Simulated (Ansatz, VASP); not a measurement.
## MoSe3: VASP beside Ansatz

```
CELL_PARAMETERS angstrom
4.27856 0.00000 0.00000
0.00000 4.27856 0.00000
0.00000 0.00000 4.27856
ATOMIC_POSITIONS crystal
Mo 0.00000 0.00000 0.00000
Se 0.00000 0.50000 0.50000
Se 0.50000 0.00000 0.50000
Se 0.50000 0.50000 0.00000
```

Alike in both runs: task relaxation of cell and atoms; functional PBE; k mesh 12 × 12 × 12; occupations gaussian, width 0.1 eV; collinear spin.

```csv
,VASP,Ansatz
version,VASP 6.6.1,Ansatz 0.2.0
potentials or method,"VASP PAW PBE potentials, release 64 (Mo_sv, Se), cutoff 500 eV","scalar-relativistic, plane waves, PAW"
valence electrons in the cell,32,62
```

|  | VASP | Ansatz | Ansatz less VASP |
| --- | --- | --- | --- |
| gap on the k mesh at the Fermi level, each at its own relaxed structure (eV) | none | none | - |
| net moment per atom (μB) | 0.59 | 0.59 | -0.001 |
| size of the moment on the site where the two differ most (μB) | 2.33 | 2.29 | -0.047 |
| relaxed volume (Å³/atom) | 19.45 | 19.43 | -0.021 |
| relaxed length of the cell vector where the two differ most in proportion (Å) | 4.269 | 4.267 | -0.0015 |

Site moments also hang on the region over which each program counts them. A gap of «none» marks a metal or a gap that the smearing closes. VASP's potentials hold 32 valence electrons a cell and Ansatz's 62, so a difference there can come from the potentials and not from the codes.
